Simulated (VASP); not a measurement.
**C: single point with PBEsol**

C:

```
CELL_PARAMETERS angstrom
0.00000 2.14109 3.37017
1.23613 0.00000 3.37017
1.23613 2.14109 0.00000
ATOMIC_POSITIONS crystal
C 0.16667 0.83333 0.16667
C 0.83333 0.16667 0.83333
```

```json
{"Program": "VASP 6.6.1", "Task": "single point", "Functional": "PBEsol", "Potentials or basis": "VASP PAW PBE potentials, release 64 (C)", "Cutoff": "520 eV", "k mesh": "14 × 14 × 14", "Occupations": "methfessel-paxton, width 0.15 eV", "Spin": "no spin polarisation"}
```

The pressure is -3.4 GPa. The largest force is 0.037 eV/Å.

Forces on the atoms (eV/Å):
```
C    0.000  0.037  0.000
C    0.000 -0.037  0.000
```

Stress tensor (GPa, compression positive):
```
-5.92  0.00  0.00
 0.00 -5.83  0.00
 0.00  0.00  1.57
```

Wall time 2.4 min on 1 thread of Intel Xeon 8259CL, on a shared host, peak memory 0.19 GiB.

Caveat: the cell stands under tension; this functional lacks dispersion, which binds the layers, so the pressure and a relaxed spacing across them are unreliable; the PAW data sets were made with another functional, which shifts forces and pressure a little.
